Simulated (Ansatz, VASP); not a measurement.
## AlN: VASP beside Ansatz

```xyz
2
Lattice="0.0000 2.1849 2.1849 2.1849 0.0000 2.1849 2.1849 2.1849 0.0000" Properties=species:S:1:pos:R:3 pbc="T T T"
Al    0.0000    0.0000    0.0000
N     3.2773    3.2773    3.2773
```

Alike in both runs: task single point; functional PBE-based screened hybrid; k mesh 4 × 4 × 4; no spin polarisation.

```csv
,VASP,Ansatz
version,VASP 6.6.1,Ansatz 0.2.0
potentials or method,"VASP PAW PBE potentials, release 64 (Al, N)",plane waves
plane-wave cutoff (eV),520,420
occupations,"gaussian, width 0.01 eV",fixed
valence electrons in the cell,8,8
```

|  | VASP | Ansatz | Ansatz less VASP |
| --- | --- | --- | --- |
| gap on the k mesh at the Fermi level (eV) | 5.26 | 5.22 | -0.044 |
| pressure (GPa) | -2.1 | -1.7 | +0.39 |

VASP's potentials were made for PBE, not for PBE-based screened hybrid. Ansatz's warnings: stress exchange threshold loose, stress scf threshold loose.

The k mesh is coarse, so the values compare programs but aren't converged.
